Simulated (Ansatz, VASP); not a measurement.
## Two plane-wave programs on MgCdO

```
CELL_PARAMETERS angstrom
4.01763 0.00000 0.00000
0.00000 4.01763 0.00000
0.00000 0.00000 7.49440
ATOMIC_POSITIONS crystal
Mg 0.00000 0.50000 0.98869
Mg 0.50000 0.00000 0.01131
Cd 0.00000 0.50000 0.45344
Cd 0.50000 0.00000 0.54656
O 0.00000 0.00000 0.00000
O 0.50000 0.50000 0.00000
```

Change from the starting cell: species swapped into the DyClO type (P4/nmm, No. 129).

Alike in both runs: functional PBE; k mesh 10 × 10 × 6; occupations gaussian, width 0.1 eV; no spin polarisation.

Ansatz relaxed the structure, and its values are those at the end. VASP's run is a single point on that final structure, the one shown.

|  | VASP | Ansatz |
| --- | --- | --- |
| version | VASP 6.6.1 | Ansatz 0.2.0 |
| potentials or method | VASP PAW PBE potentials, release 64 (Mg, Cd, O), cutoff 520 eV | scalar-relativistic, plane waves, PAW |
| valence electrons in the cell | 40 | 72 |

|  | VASP | Ansatz | Ansatz less VASP |
| --- | --- | --- | --- |
| gap on the k mesh at the Fermi level (eV) | none | none | - |
| pressure (GPa) | -0.1 | 0.0 | +0.08 |
| rms of the force components (eV/Å) | 0.006 | 0.001 | -0.0054 |

A gap of «none» marks a metal or a gap that the smearing closes. VASP's potentials hold 40 valence electrons a cell and Ansatz's 72, so a difference there can come from the potentials and not from the codes.
